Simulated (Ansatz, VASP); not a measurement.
# One calculation of TePt, two programs

```
Te Pt
1.0
     4.11100    0.00000    0.00000
    -2.05550    3.56023    0.00000
     0.00000    0.00000    5.44600
Te Pt
2 2
Direct
  0.33333 0.66667 0.25000
  0.66667 0.33333 0.75000
  0.00000 0.00000 0.02295
  0.00000 0.00000 0.52295
```

Change from the starting cell: all Pt atoms moved +0.125 Å, as atom 3 along Cartesian [0 0 1].

Alike in both runs: task single point; functional r2SCAN; k mesh 12 × 12 × 10; occupations gaussian, width 0.15 eV; no spin polarisation.

|  | VASP | Ansatz |
| --- | --- | --- |
| version | VASP 6.6.1 | Ansatz 0.2.0 |
| potentials or method | VASP PAW PBE potentials, release 64 (Te, Pt), cutoff 520 eV | scalar-relativistic, plane waves, PAW |
| valence electrons in the cell | 32 | 68 |

|  | VASP | Ansatz | Ansatz less VASP |
| --- | --- | --- | --- |
| gap on the k mesh at the Fermi level (eV) | none | none | - |
| pressure (GPa) | 16.0 | 16.0 | -0.07 |
| traceless stress, the component that is largest in VASP (GPa) | 0.18 | 0.10 | -0.081 |
| rms of the force components (eV/Å) | 0.269 | 0.271 | +0.0020 |

VASP's potentials were made for PBE, not for r2SCAN. Atom by atom the forces differ by 0.002 eV/Å (rms over components). A gap of «none» marks a metal or a gap that the smearing closes. VASP's potentials hold 32 valence electrons a cell and Ansatz's 68, so a difference there can come from the potentials and not from the codes.

Spin-orbit coupling is off throughout.
